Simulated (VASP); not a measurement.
# Ga (Cmcm) in VASP: further runs

Runs on Ga. Level: PBE. Tasks: single point.

All numbers are computed with VASP 6.6.1; they aren't measurements. Logs are shortened: lines on timing, memory, paths and dates and some standing lists are left out, and cuts for length are marked.

## (1) The cell of the first run

The structure is orthorhombic, space group Cmcm (No. 63). Conventional cell: a = 2.861 Å, b = 8.020 Å, c = 3.127 Å, α = 90.00°, β = 90.00°, γ = 90.00°. Within 3.5 Å of Ga (site symmetry m2m) lie 10 Ga at 2.64 to 3.13 Å.

## (2) Single point, PBE (volume scaled by 0.96)

INCAR reads:

```
ALGO = Fast
EDIFF = 1E-6
ENCUT = 520
GGA = PE
ISIF = 2
ISMEAR = -1
LASPH = T
LCHARG = T
LELF = T
LREAL = F
LVHAR = T
LWAVE = F
NBANDS = 20
NELM = 80
PREC = Accurate
SIGMA = 0.05
```

KPOINTS reads:

```
k-points
0
Gamma
  10 10 8
```

POSCAR reads:

```
Ga
1.0
    1.4304030031     -4.0100608329      0.0000000000
    1.4304030031      4.0100608329      0.0000000000
    0.0000000000      0.0000000000      3.1271569103
Ga
2
Direct
    0.1330000000      0.8670000000      0.7500000000
    0.8670000000      0.1330000000      0.2500000000
```

Potentials or basis: VASP PAW PBE potentials, release 64 (Ga_d).

On the command line:

```bash
$ cat potpaw_PBE.64/Ga_d/POTCAR > POTCAR
$ mpirun -np 1 vasp_std > vasp.out
```

OUTCAR:

```text
EDIFF = 1E-6
   ENCUT = 520
   GGA = PE
   ISIF = 2
   ISMEAR = -1
   LASPH = T
   LREAL = F
   NELM = 80
   PREC = Accurate

 ion  position               nearest neighbor table
   1  0.133  0.867  0.750-   2 2.64   2 2.64   2 2.83   2 2.83   2 2.83   2 2.83
   2  0.867  0.133  0.250-   1 2.64   1 2.64   1 2.83   1 2.83   1 2.83   1 2.83

  LATTYP: Found a base centered orthorhombic cell.
 ALAT       =     2.8608060062
 B/A-ratio  =     2.8034482759
 C/A-ratio  =     1.0931034483

  Lattice vectors:

 A1 = (   1.4304030031,  -4.0100608329,   0.0000000000)
 A2 = (   1.4304030031,   4.0100608329,   0.0000000000)
 A3 = (   0.0000000000,   0.0000000000,   3.1271569103)

Analysis of symmetry for initial positions (statically):
=====================================================================
 Subroutine PRICEL returns:
 Original cell was already a primitive cell.

 Routine SETGRP: Setting up the symmetry group for a
 base centered orthorhombic supercell.

 Subroutine GETGRP returns: Found  8 space group operations
 (whereof  4 operations were pure point group operations)
 out of a pool of  8 trial point group operations.

The static configuration has the point symmetry C_2h.
 The point group associated with its full space group is D_2h.

Analysis of symmetry for dynamics (positions and initial velocities):
=====================================================================
 Subroutine PRICEL returns:
 Original cell was already a primitive cell.

 Routine SETGRP: Setting up the symmetry group for a
 base centered orthorhombic supercell.

 Subroutine GETGRP returns: Found  8 space group operations
 (whereof  4 operations were pure point group operations)
 out of a pool of  8 trial point group operations.

The dynamic configuration has the point symmetry C_2h.
 The point group associated with its full space group is D_2h.

 Subroutine INISYM returns: Found  8 space group operations
 (whereof  4 operations are pure point group operations),
 and found     1 'primitive' translations

----------------------------------------------------------------------------------------

                                     Primitive cell

  volume of cell :      35.8748

[... 74 lines left out ...]
   dimension x,y,z NGXF=    64 NGYF=   64 NGZF=   48
   ions per type =               2
   NGX,Y,Z   is equivalent  to a cutoff of  12.50, 12.50, 12.76 a.u.
   NGXF,Y,Z  is equivalent  to a cutoff of  24.99, 24.99, 25.52 a.u.
 SYSTEM =  unknown system
   PREC   = accura    normal or accurate (medium, high low for compatibility)
   ISTART =      0    job   : 0-new  1-cont  2-samecut
   ICHARG =      2    charge: 1-file 2-atom 10-const
   ISPIN  =      1    spin polarized calculation?
   LNONCOLLINEAR =      F non collinear calculations
   LSORBIT =      F    spin-orbit coupling
   LASPH  =      T    aspherical Exc in radial PAW
   ENCUT  =  520.0 eV  38.22 Ry    6.18 a.u.   7.92  7.92  5.81*2*pi/ulx,y,z
   NELM   =     80;   NELMIN=  2; NELMDL= -5     # of ELM steps
   EDIFF  = 0.1E-05   stopping-criterion for ELM
   LREAL  =      F    real-space projection
   EDIFFG = 0.1E-04   stopping-criterion for IOM
   NSW    =      0    number of steps for IOM
   IBRION =     -1    ionic relax: 0-MD 1-quasi-New 2-CG
   NFREE  =      0    steps in history (QN), initial steepest desc. (CG)
   ISIF   =      2    stress and relaxation
   ISYM   =      2    0-nonsym 1-usesym 2-fastsym
   POTIM  = 0.5000    time-step for ionic-motion
   TEBEG  =    0.0;   TEEND  =   0.0 temperature during run
   PSTRESS=    0.0 pullay stress
   NELECT =      26.0000    total number of electrons
   NUPDOWN=      -1.0000    fix difference up-down
   EMIN   =  10.00;   EMAX   =-10.00  energy-range for DOS
   EFERMI =   0.00;   METHOD = LEGACY
   ISMEAR =    -1;   SIGMA  =   0.05  broadening in eV -4-tet -1-fermi 0-gaus
   EFERMI_NEDOS =   21; number of points for ismear=-14 and -15
   IALGO  =     68    algorithm
   IMIX   =      4    mixing-type and parameters
     AMIX     =   0.40;   BMIX     =  1.00
     AMIX_MAG =   1.60;   BMIX_MAG =  1.00
  volume/ion in A,a.u.               =      17.94       121.05
  Fermi-wavevector in a.u.,A,eV,Ry     =   1.470515  2.778871 29.421453  2.162416
  Thomas-Fermi vector in A             =   2.585763
   LORBIT       =      0    0 simple, 1 ext, 2 COOP (PROOUT), +10 PAW based schemes
   GGA     = PE    functional components
   LHFCALC =     F    Hartree Fock is set to
   AEXX    =    0.0000 exact exchange contribution
   IVDW    =     0    specifies the selected vdW correction
   LEPSILON=     F    determine dielectric tensor
   LRPA    =     F    only Hartree local field effects (RPA)
 non-spin polarized calculation
 RMM-DIIS sequential band-by-band and
  energy-cutoff  :      520.00
  volume of cell :       35.87
 maximum number of plane-waves:       988
   NGX = 15   NGY = 15   NGZ = 11

 number of electron      25.9999984 magnetization

 Free energy of the ion-electron system (eV)
  ---------------------------------------------------
  ext. energy  EPLUGINS =         0.00000000
  ---------------------------------------------------
  free energy    TOTEN  =        -5.76030987 eV

  energy without entropy =       -5.75732513  energy(sigma->0) =       -5.75881750

 E-fermi :   6.0542     XC(G=0): -11.2241

 val. band max:        5.9922980924   @ k =   0.3000   0.1000   0.2500
 cond. band min:       6.1085749235   @ k =  -0.1000   0.1000   0.0000
 fundamental gap:      0.1162768311
 Fermi energy:         6.0542197705

 k-point     1 :       0.0000    0.0000    0.0000
  band No.  band energies     occupation
      1      -9.2229      2.00000
      2      -9.1911      2.00000
      3      -9.1172      2.00000
      4      -9.1062      2.00000
      5      -8.8919      2.00000
      6      -8.8727      2.00000
[... 541 lines left out ...]
     19      16.0742      0.00000
     20      17.8012      0.00000

 [... further k-points ...]
[... 5 lines left out ...]
  --------------------------------------------------------------------------------------
  -------------------------------------------------------------------------------------
  Total        0.3939120      1.1158408      1.2642282      0.0000000      0.0000000      0.0000000
  in kB       17.5922244     49.8337726     56.4607994      0.0000000      0.0000000      0.0000000
  external PRESSURE =      41.2955988 kB  Pullay stress =       0.0000000 kB

 VOLUME and BASIS-vectors are now :
 -----------------------------------------------------------------------------
  energy-cutoff  :      520.00
  volume of cell :       35.87
      direct lattice vectors                 reciprocal lattice vectors
     1.430403003 -4.010060833  0.000000000     0.349551839 -0.124686388  0.000000000
     1.430403003  4.010060833  0.000000000     0.349551839  0.124686388  0.000000000
     0.000000000  0.000000000  3.127156910     0.000000000  0.000000000  0.319779285

 POSITION                                       TOTAL-FORCE (eV/Angst)
 -----------------------------------------------------------------------------------
      1.43040      2.94338      2.34537         0.000000     -0.232024      0.000000
      1.43040     -2.94338      0.78179         0.000000      0.232024     -0.000000
 -----------------------------------------------------------------------------------
    total drift:                                0.000000      0.000000     -0.000000

  FREE ENERGIE OF THE ION-ELECTRON SYSTEM (eV)
  ---------------------------------------------------
  free  energy   TOTEN  =        -5.7603098664 eV

  energy  without entropy=       -5.7573251286  energy(sigma->0) =       -5.75881750
```

Wall time 34 s (1 thread of Intel Xeon 6975P-C (Granite Rapids), shared host); peak memory 0.22 GiB.

Results:

| Quantity | Value |
| --- | --- |
| Free energy | -5.7603 eV |
| Pressure | 4.1 GPa |
| Largest force | 0.232 eV/Å |
| Band gap on the k mesh | zero (band 13 reaches 11.32 eV, above the bottom of band 14 at 1.61 eV) |

Forces in eV/Å, atoms in the order of the input:
```
Ga   0.000 -0.232  0.000
Ga   0.000  0.232  0.000
```

Stress tensor (GPa, compression positive):
```
1.76 0.00 0.00
0.00 4.98 0.00
0.00 0.00 5.65
```

Levels at points of the mesh, in eV from the Fermi level:
```csv
k point,band 9,band 10,band 11,band 12,band 13,band 14,band 15,band 16,band 17,band 18
"(0.00, 0.00, 0.00)",-14.88,-14.70,-11.57,-2.41,-1.48,2.95,6.70,8.06,9.02,10.79
"(0.50, 0.00, 0.00)",-14.78,-14.76,-6.83,-5.61,-1.88,-0.39,6.73,6.95,9.22,9.61
"(0.50, 0.50, 0.00)",-14.83,-14.78,-9.48,-8.83,5.26,5.94,6.02,7.37,7.48,9.63
"(0.00, 0.00, 0.50)",-14.79,-14.79,-7.61,-7.61,1.87,1.87,2.60,2.60,10.71,10.71
"(0.50, 0.00, 0.50)",-14.76,-14.76,-3.08,-3.08,-1.65,-1.65,1.89,1.89,4.32,4.32
"(0.50, 0.50, 0.50)",-14.85,-14.85,-5.67,-5.67,-4.44,-4.44,9.90,9.90,11.80,11.80
```

Caveat: the cell differs from its parent crystal (volume scaled by 0.96).

## (3) Single point, PBE (volume scaled by 0.98)

INCAR reads:

```
SYSTEM = Ga
  ALGO = Fast
  EDIFF = 1E-7
  ENCUT = 520
  GGA = PE
  ISIF = 2
  ISMEAR = -1
  LASPH = .True.
  LCHARG = .True.
  LELF = .True.
  LREAL = .False.
  LVHAR = .True.
  LWAVE = .False.
  NBANDS = 20
  NELM = 80
  PREC = Accurate
  SIGMA = 0.05
```

KPOINTS reads:

```
k-points
0
Gamma
  10 10 8
  0 0 0
```

POSCAR reads:

```
Ga
1.0
    1.4402681631     -4.0377172988      0.0000000000
    1.4402681631      4.0377172988      0.0000000000
    0.0000000000      0.0000000000      3.1487241912
Ga
2
Direct
    0.1330000000      0.8670000000      0.7500000000
    0.8670000000      0.1330000000      0.2500000000
```

Potentials or basis: VASP PAW PBE potentials, release 64 (Ga_d).

On the command line:

```bash
$ cat potpaw_PBE.64/Ga_d/POTCAR > POTCAR
$ mpirun -np 1 vasp_std > vasp.out
```

Wall time 40 s (1 thread of Intel Xeon 6975P-C (Granite Rapids), shared host); peak memory 0.22 GiB.

Results (log left out):

| Property | Result |
| --- | --- |
| Free energy | -5.7764 eV |
| Pressure | 2.7 GPa |
| Largest force | 0.222 eV/Å |
| Band gap on the k mesh | zero (band 13 reaches 11.05 eV, above the bottom of band 14 at 1.51 eV) |

Forces on the atoms (eV/Å):
```
Ga   0.000 -0.222  0.000
Ga   0.000  0.222  0.000
```

Stress tensor (GPa, compression positive):
```
0.67 0.00 0.00
0.00 3.43 0.00
0.00 0.00 4.15
```

Levels at points of the mesh, in eV from the Fermi level:
```
           k point  band 9  band 10  band 11  band 12  band 13  band 14  band 15  band 16  band 17  band 18
(0.00, 0.00, 0.00)  -14.83   -14.67   -11.38    -2.31    -1.51     2.94     6.66     7.97     8.91    10.65
(0.50, 0.00, 0.00)  -14.74   -14.73    -6.74    -5.49    -1.80    -0.38     6.63     6.86     9.08     9.49
(0.50, 0.50, 0.00)  -14.79   -14.74    -9.32    -8.68     5.22     5.89     5.96     7.25     7.36     9.53
(0.00, 0.00, 0.50)  -14.75   -14.75    -7.49    -7.49     1.89     1.89     2.57     2.57    10.55    10.55
(0.50, 0.00, 0.50)  -14.72   -14.72    -3.04    -3.04    -1.60    -1.60     1.90     1.90     4.30     4.30
(0.50, 0.50, 0.50)  -14.80   -14.80    -5.61    -5.61    -4.31    -4.31     9.77     9.77    11.63    11.63
```

Caveat: the cell differs from its parent crystal (volume scaled by 0.98).

## (4) Single point, PBE

This run uses another cell than the first one, of 18.68 Å³/atom, 1.042 times its volume.

INCAR reads:

```
SYSTEM = Ga
ALGO = Fast ; EDIFF = 1E-7
ENCUT = 520 ; GGA = PE
ISIF = 2 ; ISMEAR = -1
LASPH = .True. ; LCHARG = .True.
LELF = .True. ; LREAL = .False.
LVHAR = .True. ; LWAVE = .False.
NBANDS = 20 ; NELM = 60
PREC = Accurate ; SIGMA = 0.05
```

KPOINTS is that of step 3.

POSCAR reads:

```
Ga
1.0
    1.4500000000     -4.0650000000      0.0000000000
    1.4500000000      4.0650000000      0.0000000000
    0.0000000000      0.0000000000      3.1700000000
Ga
2
Direct
    0.1330000000      0.8670000000      0.7500000000
    0.8670000000      0.1330000000      0.2500000000
```

On the command line:

```bash
$ cat potpaw_PBE.64/Ga_d/POTCAR > POTCAR
$ mpirun -np 1 vasp_std > vasp.out
```

It took 42 s on 1 thread of Intel Xeon 6975P-C (Granite Rapids), shared host; peak memory 0.22 GiB.

It converged, with:

```
Free energy            : -5.7865 eV
Pressure               : 1.5 GPa
Largest force          : 0.214 eV/Å
Band gap on the k mesh : zero (band 13 reaches 10.79 eV, above the bottom of band 14 at 1.42 eV)
```

Forces in eV/Å, atoms in the order of the input:
```
Ga   0.000 -0.214  0.000
Ga   0.000  0.214  0.000
```

Stress tensor (GPa, compression positive):
```
-0.27  0.00  0.00
 0.00  2.08  0.00
 0.00  0.00  2.79
```

Levels at points of the mesh, in eV from the Fermi level:
```csv
k point,band 10,band 11,band 12,band 13,band 14,band 15,band 16,band 17
"(0.00, 0.00, 0.00)",-14.63,-11.20,-2.22,-1.53,2.94,6.63,7.88,8.81
"(0.50, 0.00, 0.00)",-14.69,-6.66,-5.37,-1.72,-0.38,6.54,6.78,8.95
"(0.50, 0.50, 0.00)",-14.70,-9.17,-8.54,5.18,5.84,5.91,7.12,7.24
"(0.00, 0.00, 0.50)",-14.72,-7.37,-7.37,1.90,1.90,2.55,2.55,10.39
"(0.50, 0.00, 0.50)",-14.69,-3.01,-3.01,-1.55,-1.55,1.91,1.91,4.29
"(0.50, 0.50, 0.50)",-14.76,-5.55,-5.55,-4.19,-4.19,9.64,9.64,11.47
```

## (5) Single point, PBE

This run uses another cell than the first one, of 18.68 Å³/atom, 1.042 times its volume.

INCAR reads:

```
  PREC = Accurate
  ENCUT = 520
  EDIFF = 1E-6
  ISMEAR = -1
  SIGMA = 0.05
  LREAL = F
  LASPH = T
  NELM = 60
  ALGO = Fast
  ISIF = 2
  LWAVE = F
  LCHARG = F
  GGA = PE
  NBANDS = 20
```

KPOINTS reads:

```
Automatic mesh
0
Gamma
  10 10 8
```

POSCAR is that of step 4.

On the command line:

```bash
$ cat potpaw_PBE.64/Ga_d/POTCAR > POTCAR
$ mpirun -np 1 vasp_std > vasp.out
```

It took 34 s on 1 thread of Intel Xeon 6975P-C (Granite Rapids), shared host; peak memory 0.22 GiB.

The run converged. Its results:

- Free energy: -5.7865 eV
- Pressure: 1.6 GPa
- Largest force: 0.216 eV/Å
- Band gap on the k mesh: zero (band 13 reaches 10.79 eV, above the bottom of band 14 at 1.42 eV)

Forces on the atoms (eV/Å):
```
Ga   0.000 -0.216  0.000
Ga   0.000  0.216  0.000
```

Stress tensor (GPa, compression positive):
```
-0.24  0.00  0.00
 0.00  2.11  0.00
 0.00  0.00  2.83
```

Levels at points of the mesh, in eV from the Fermi level:
| k point | band 11 | band 12 | band 13 | band 14 | band 15 | band 16 |
| --- | --- | --- | --- | --- | --- | --- |
| (0.00, 0.00, 0.00) | -11.20 | -2.22 | -1.53 | 2.94 | 6.63 | 7.88 |
| (0.50, 0.00, 0.00) | -6.66 | -5.37 | -1.72 | -0.38 | 6.54 | 6.78 |
| (0.50, 0.50, 0.00) | -9.17 | -8.54 | 5.18 | 5.84 | 5.91 | 7.12 |
| (0.00, 0.00, 0.50) | -7.37 | -7.37 | 1.90 | 1.90 | 2.55 | 2.55 |
| (0.50, 0.00, 0.50) | -3.01 | -3.01 | -1.55 | -1.55 | 1.91 | 1.91 |
| (0.50, 0.50, 0.50) | -5.55 | -5.55 | -4.19 | -4.19 | 9.64 | 9.64 |

## (6) The runs side by side

```tsv
cell	further INCAR settings	gap on the mesh (eV)	pressure (GPa)	largest force (eV/Å)
a = 4.258, b = 4.258, c = 3.127 Å, angles 90.0, 90.0, 140.7°, 2 atoms	ALGO = Fast; EDIFF = 1e-06; NBANDS = 20	none	4.1	0.23
a = 4.287, b = 4.287, c = 3.149 Å, angles 90.0, 90.0, 140.7°, 2 atoms	ALGO = Fast; EDIFF = 1e-07; NBANDS = 20	none	2.7	0.22
a = 4.316, b = 4.316, c = 3.170 Å, angles 90.0, 90.0, 140.7°, 2 atoms	ALGO = Fast; EDIFF = 1e-07; NBANDS = 20	none	1.5	0.21
a = 4.316, b = 4.316, c = 3.170 Å, angles 90.0, 90.0, 140.7°, 2 atoms	ALGO = Fast; EDIFF = 1e-06; NBANDS = 20	none	1.6	0.22
```

Alike in all rows: task single point; level PBE; potentials or basis VASP PAW PBE potentials, release 64 (Ga_d); no spin polarisation; k mesh 10 × 10 × 8; cutoff (eV) 520; smearing fermi-dirac 0.05 eV.

Total energies depend on the potentials used, so only differences within one code and one set of settings carry meaning.
